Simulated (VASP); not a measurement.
ScGa, 4 atoms in the cell. It takes space group Cmcm (No. 63, orthorhombic). Conventional cell: a = 4.047 Å, b = 10.169 Å, c = 3.870 Å, α = 90.00°, β = 90.00°, γ = 90.00°. Within 4.1 Å of Sc (site symmetry m2m) lie 7 Ga at 2.86 to 3.00 Å and 10 Sc at 3.41 to 4.05 Å. Within 3.3 Å of Ga (site symmetry m2m) lie 2 Ga at 2.54 Å and 7 Sc at 2.86 to 3.00 Å. 

- Program: VASP 6.6.1
- Task: single point
- Functional: r2SCAN
- Potentials or basis: VASP PAW PBE potentials, release 64 (Sc_sv, Ga_d)
- Cutoff: 520 eV
- k mesh: 12 × 12 × 12
- Occupations: gaussian, width 0.1 eV
- Spin: no spin polarisation
- Dipole correction: no
- Further INCAR settings: ALGO = Normal; EDIFF = 1e-06; NBANDS = 32

Potentials or basis: VASP PAW PBE potentials, release 64 (Sc_sv, Ga_d).

Run with:

```console
$ cat potpaw_PBE.64/Sc_sv/POTCAR potpaw_PBE.64/Ga_d/POTCAR > POTCAR
$ cp INCAR.step1 INCAR
$ mpirun -np 1 vasp_std > vasp.out
$ cp INCAR.step2 INCAR
$ mpirun -np 1 vasp_std > vasp.out
```

Hardware: 1 × NVIDIA H100 80GB with 1 thread of AMD EPYC 7R13 Processor (Zen 3) (shared host).

Q: How long does it take, and how much memory?

A: Wall time 22 min on 1 × NVIDIA H100 80GB with 1 thread of AMD EPYC 7R13 Processor (Zen 3), with other jobs on the host, peak memory 1.8 GiB. Counts: k points 301.
